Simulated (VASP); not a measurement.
# NbP in VASP: notebook

NbP is run at these levels: PBEsol; tasks: single point.

Program: VASP 6.6.1. These are calculated values, not measurements. Logs are shortened: lines on timing, memory, paths and dates and some standing lists are left out, and cuts for length are marked.

**1. The cell of the first run**

The cell holds a slab with vacuum, 8 atoms: a = 3.320 Å, b = 3.320 Å, c = 25.362 Å, α = 90.00°, β = 90.00°, γ = 90.00°.

**2. Single point, PBEsol**

Input file INCAR:

```
PREC = Accurate ; ENCUT = 520
EDIFF = 1E-7 ; ISMEAR = 0
SIGMA = 0.1 ; LREAL = False
LASPH = True ; NELM = 60
ALGO = Normal ; ISIF = 2
LWAVE = False ; LCHARG = False
LDIPOL = True ; IDIPOL = 3
DIPOL = 0.5 0.5 0.500 ; GGA = PS
NBANDS = 46
```

Input file KPOINTS:

```
regular mesh
0
Gamma
  10 10 1
```

Input file POSCAR:

```
NbP
1.0
    3.3202500353      0.0000000000      0.0000000000
    0.0000000000      3.3202500353      0.0000000000
    0.0000000000      0.0000000000     25.3617119782
P Nb
4 4
Direct
    0.0000000000      0.0000000000      0.2985406505
    0.5000000000      0.0000000000      0.4076774603
    0.5000000000      0.5000000000      0.5187008374
    0.0000000000      0.5000000000      0.6310603256
    0.0000000000      0.5000000000      0.3691511384
    0.0000000000      0.0000000000      0.4821118942
    0.5000000000      0.0000000000      0.5928028641
    0.5000000000      0.5000000000      0.6999548295
```

Potentials or basis: VASP PAW PBE potentials, release 64 (P, Nb_sv).

Command:

```
> cat potpaw_PBE.64/P/POTCAR potpaw_PBE.64/Nb_sv/POTCAR > POTCAR
> mpirun -np 1 vasp_std > vasp.out
```

OUTCAR:

```text
PREC = Accurate
   ENCUT = 520
   EDIFF = 1E-7
   ISMEAR = 0
   LREAL = False
   LASPH = True
   NELM = 60
   ISIF = 2
   GGA = PS

 ion  position               nearest neighbor table
   1  0.000  0.000  0.299-   5 2.44   5 2.44
   2  0.500  0.000  0.408-   6 2.51   6 2.51   5 2.54   5 2.54   5 2.54   5 2.54
   3  0.500  0.500  0.519-   7 2.51   7 2.51   6 2.52   6 2.52   6 2.52   6 2.52
   4  0.000  0.500  0.631-   8 2.41   8 2.41   7 2.54   7 2.54   7 2.54   7 2.54
   5  0.000  0.500  0.369-   1 2.44   1 2.44   2 2.54   2 2.54   2 2.54   2 2.54
   6  0.000  0.000  0.482-   2 2.51   2 2.51   3 2.52   3 2.52   3 2.52   3 2.52
   7  0.500  0.000  0.593-   3 2.51   3 2.51   4 2.54   4 2.54   4 2.54   4 2.54
   8  0.500  0.500  0.700-   4 2.41   4 2.41

  LATTYP: Found a simple tetragonal cell.
 ALAT       =     3.3202500353
 C/A-ratio  =     7.6384946039

  Lattice vectors:

 A1 = (   3.3202500353,   0.0000000000,   0.0000000000)
 A2 = (   0.0000000000,   3.3202500353,   0.0000000000)
 A3 = (   0.0000000000,   0.0000000000,  25.3617119782)

Analysis of symmetry for initial positions (statically):
=====================================================================
 Subroutine PRICEL returns:
 Original cell was already a primitive cell.

 Routine SETGRP: Setting up the symmetry group for a
 simple tetragonal supercell.

 Subroutine GETGRP returns: Found  4 space group operations
 (whereof  4 operations were pure point group operations)
 out of a pool of 16 trial point group operations.

The static configuration has the point symmetry C_2v.

Analysis of symmetry for dynamics (positions and initial velocities):
=====================================================================
 Subroutine PRICEL returns:
 Original cell was already a primitive cell.

 Routine SETGRP: Setting up the symmetry group for a
 simple tetragonal supercell.

 Subroutine GETGRP returns: Found  4 space group operations
 (whereof  4 operations were pure point group operations)
 out of a pool of 16 trial point group operations.

The dynamic configuration has the point symmetry C_2v.

 Subroutine INISYM returns: Found  4 space group operations
 (whereof  4 operations are pure point group operations),
 and found     1 'primitive' translations

----------------------------------------------------------------------------------------

                                     Primitive cell

  volume of cell :     279.5890

  direct lattice vectors                    reciprocal lattice vectors
     3.320250035  0.000000000  0.000000000     0.301182137  0.000000000  0.000000000
[... 115 lines left out ...]
   IALGO  =     38    algorithm
   IMIX   =      4    mixing-type and parameters
     AMIX     =   0.40;   BMIX     =  1.00
     AMIX_MAG =   1.60;   BMIX_MAG =  1.00
  volume/ion in A,a.u.               =      34.95       235.84
  Fermi-wavevector in a.u.,A,eV,Ry     =   1.041547  1.968239 14.759879  1.084821
  Thomas-Fermi vector in A             =   2.176173
   LORBIT       =      0    0 simple, 1 ext, 2 COOP (PROOUT), +10 PAW based schemes
   GGA     = PS    functional components
   LHFCALC =     F    Hartree Fock is set to
   AEXX    =    0.0000 exact exchange contribution
   IVDW    =     0    specifies the selected vdW correction
   LEPSILON=     F    determine dielectric tensor
   LRPA    =     F    only Hartree local field effects (RPA)
 non-spin polarized calculation
 Gauss-broadening in eV      SIGMA  =   0.10
  energy-cutoff  :      520.00
  volume of cell :      279.59
 maximum number of plane-waves:      7608
 NGX is ok and might be reduce to    28
   NGX = 13   NGY = 13   NGZ = 95

 dipolmoment           0.000000      0.000000      0.291194 electrons x Angstroem

 number of electron      71.9999999 magnetization

 dipolmoment           0.000000      0.000000     -0.111673 electrons x Angstroem

 Free energy of the ion-electron system (eV)
  ---------------------------------------------------
  ext. energy  EPLUGINS =         0.00000000
  ---------------------------------------------------
  free energy    TOTEN  =       -69.60549532 eV

  energy without entropy =      -69.57154184  energy(sigma->0) =      -69.58851858

 E-fermi :   2.3311     XC(G=0):  -6.3857

 val. band max:        2.3285312424   @ k =  -0.3000   0.5000   0.0000
 cond. band min:       2.3375297131   @ k =   0.5000   0.2000   0.0000
 fundamental gap:      0.0089984706
 Fermi energy:         2.3310723653

 k-point     1 :       0.0000    0.0000    0.0000
  band No.  band energies     occupation
      1     -52.7658      2.00000
      2     -52.4023      2.00000
      3     -52.3472      2.00000
      4     -52.3126      2.00000
      5     -29.0663      2.00000
      6     -28.6997      2.00000
[... 1165 lines left out ...]
     45       5.7374      0.00000
     46       5.7890      0.00000

 [... further k-points ...]

------------------------ aborting loop because EDIFF is reached ----------------------------------------

 vacuum level on the upper side and lower side of the slab       (xc-potential included)        -0.979         0.845

  FORCE on cell =-STRESS in cart. coord.  units (eV):
  Direction    XX          YY          ZZ          XY          YZ          ZX
  --------------------------------------------------------------------------------------
  -------------------------------------------------------------------------------------
  Total       -3.9942981     -4.2082677     -0.1645377      0.0000000      0.0000000      0.0000000
  in kB      -22.8892156    -24.1153624     -0.9428786      0.0000000      0.0000000      0.0000000
  external PRESSURE =     -15.9824855 kB  Pullay stress =       0.0000000 kB

 VOLUME and BASIS-vectors are now :
 -----------------------------------------------------------------------------
  energy-cutoff  :      520.00
  volume of cell :      279.59
      direct lattice vectors                 reciprocal lattice vectors
     3.320250035  0.000000000  0.000000000     0.301182137  0.000000000  0.000000000
     0.000000000  3.320250035  0.000000000     0.000000000  0.301182137  0.000000000
     0.000000000  0.000000000 25.361711978     0.000000000  0.000000000  0.039429515

 POSITION                                       TOTAL-FORCE (eV/Angst)
 -----------------------------------------------------------------------------------
      0.00000      0.00000      7.57150         0.000000      0.000000      0.003706
      1.66013      0.00000     10.33940         0.000000      0.000000     -0.005609
      1.66013      1.66013     13.15514         0.000000      0.000000      0.008611
      0.00000      1.66013     16.00477         0.000000      0.000000      0.000990
      0.00000      1.66013      9.36230         0.000000      0.000000      0.015260
      0.00000      0.00000     12.22718         0.000000      0.000000     -0.005851
      1.66013      0.00000     15.03450         0.000000      0.000000     -0.010249
      1.66013      1.66013     17.75205         0.000000      0.000000     -0.006858
 -----------------------------------------------------------------------------------
    total drift:                                0.000000     -0.000000      0.000521

  FREE ENERGIE OF THE ION-ELECTRON SYSTEM (eV)
  ---------------------------------------------------
  free  energy   TOTEN  =       -69.6054953201 eV

  energy  without entropy=      -69.5715418416  energy(sigma->0) =      -69.58851858

 vacuum level on the upper side and lower side of the slab         5.987         7.851
```

OSZICAR:

```text
N       E                     dE             d eps       ncg     rms          rms(c)
DAV:   1     0.717478585585E+03    0.71748E+03   -0.37213E+04  3904   0.141E+03
DAV:   2    -0.796637752048E+01   -0.72544E+03   -0.70910E+03  4476   0.514E+02
DAV:   3    -0.684671433639E+02   -0.60501E+02   -0.59378E+02  4768   0.113E+02
[... 27 lines left out ...]
DAV:  31    -0.696054940996E+02   -0.25950E-05   -0.12225E-07  2728   0.146E-03    0.454E-04
DAV:  32    -0.696054948301E+02   -0.73054E-06   -0.39832E-08  2480   0.886E-04    0.320E-04
DAV:  33    -0.696054949760E+02   -0.14587E-06   -0.11368E-08  2392   0.694E-04    0.230E-04
DAV:  34    -0.696054952358E+02   -0.25985E-06   -0.18852E-08  2488   0.553E-04    0.224E-04
DAV:  35    -0.696054953201E+02   -0.84234E-07   -0.92343E-09  2360   0.582E-04
   1 F= -.69605495E+02 E0= -.69588519E+02  d E =-.339535E-01
```

stdout:

```text
POSCAR found type information on POSCAR P Nb
 POSCAR found :  2 types and       8 ions
 scaLAPACK will be used
 -----------------------------------------------------------------------------
|                                                                             |
|                                                                             |
|     You enforced a specific xc type in the INCAR file but a different       |
|     I HOPE YOU KNOW WHAT YOU ARE DOING!                                     |
|                                                                             |
 -----------------------------------------------------------------------------

 LDA part: xc-table for (Slater+PW92), standard interpolation
 POSCAR, INCAR and KPOINTS ok, starting setup
 FFT: planning ... GRIDC
 FFT: planning ... GRID_SOFT
 FFT: planning ... GRID
 WAVECAR not read
 entering main loop
```

Run time: 19 min. Hardware: 1 thread of Intel Xeon Platinum 8488C (Sapphire Rapids), shared host; peak memory 0.58 GiB.

Results:

* Free energy: -69.6055 eV
* Largest force: 0.015 eV/Å
* Band gap on the k mesh: zero (bands 36 and 37 overlap by 0.30 eV)

Forces on the atoms (eV/Å):
```
P    0.000  0.000  0.004
P    0.000  0.000 -0.006
P    0.000  0.000  0.009
P    0.000  0.000  0.001
Nb   0.000  0.000  0.015
Nb   0.000  0.000 -0.006
Nb   0.000  0.000 -0.010
Nb   0.000  0.000 -0.007
```

Caveat: the PAW data sets were made with another functional, which shifts forces and pressure a little.

**3. Single point, PBEsol**

This run uses another cell than the first one.

Input file INCAR:

```
ALGO     = Normal         # electronic algorithm
DIPOL    = 0.5 0.5 0.500
EDIFF    = 1E-6           # SCF threshold, eV
ENCUT    = 520            # plane-wave cutoff, eV
GGA      = PS             # functional
IDIPOL   = 3            
ISIF     = 2              # what is computed and relaxed
ISMEAR   = 0              # smearing method
LASPH    = T              # aspherical terms in the spheres
LCHARG   = T              # write CHGCAR
LDIPOL   = T            
LELF     = T              # ELF
LREAL    = F              # projectors in reciprocal space
LVACPOTAV= T            
LVHAR    = T            
LWAVE    = F              # write WAVECAR
NBANDS   = 46             # bands
NELM     = 60             # most SCF steps
PREC     = Accurate       # precision mode
SIGMA    = 0.1            # smearing width, eV
```

Input file KPOINTS:

```
k-points
0
Gamma
  9 9 1
```

Input file POSCAR:

```
NbP
1.0
    3.3202500349      0.0000000000      0.0000000000
    0.0000000000      3.3202500349      0.0000000000
    0.0000000000      0.0000000000     26.3964668435
Nb P
4 4
Direct
    0.5000000000      0.5000000000      0.3220127925
    0.0000000000      0.5000000000      0.4289436553
    0.0000000000      0.0000000000      0.5352490485
    0.5000000000      0.0000000000      0.6435057817
    0.0000000000      0.0000000000      0.3571946191
    0.5000000000      0.0000000000      0.4641254819
    0.5000000000      0.5000000000      0.5713649095
    0.0000000000      0.5000000000      0.6774752555
```

Potentials or basis: VASP PAW PBE potentials, release 64 (Nb_sv, P).

Command:

```
> cat potpaw_PBE.64/Nb_sv/POTCAR potpaw_PBE.64/P/POTCAR > POTCAR
> mpirun -np 1 vasp_std > vasp.out
```

Run time: 13 min. Hardware: 1 thread of AMD EPYC 7R13 (Zen 3), shared host; peak memory 0.53 GiB.

The run converged. Its results:

* Free energy: -72.1675 eV
* Largest force: 0.929 eV/Å
* Band gap on the k mesh: zero (bands 36 and 37 overlap by 1.09 eV)

Forces on the atoms (eV/Å):
```
Nb   0.000  0.000  0.929
Nb   0.000  0.000 -0.417
Nb   0.000  0.000  0.008
Nb   0.000  0.000  0.006
P    0.000  0.000 -0.633
P    0.000  0.000  0.130
P    0.000  0.000 -0.014
P    0.000  0.000 -0.010
```

Levels at points of the mesh, in eV from the Fermi level:
| k point | band 34 | band 35 | band 36 | band 37 | band 38 | band 39 |
| --- | --- | --- | --- | --- | --- | --- |
| (0.00, 0.00, 0.00) | -0.95 | -0.24 | -0.19 | -0.02 | 0.96 | 1.19 |

Caveat: the PAW data sets were made with another functional, which shifts forces and pressure a little.

The gap in the log of VASP goes by the Fermi energy; the results here count the filled bands.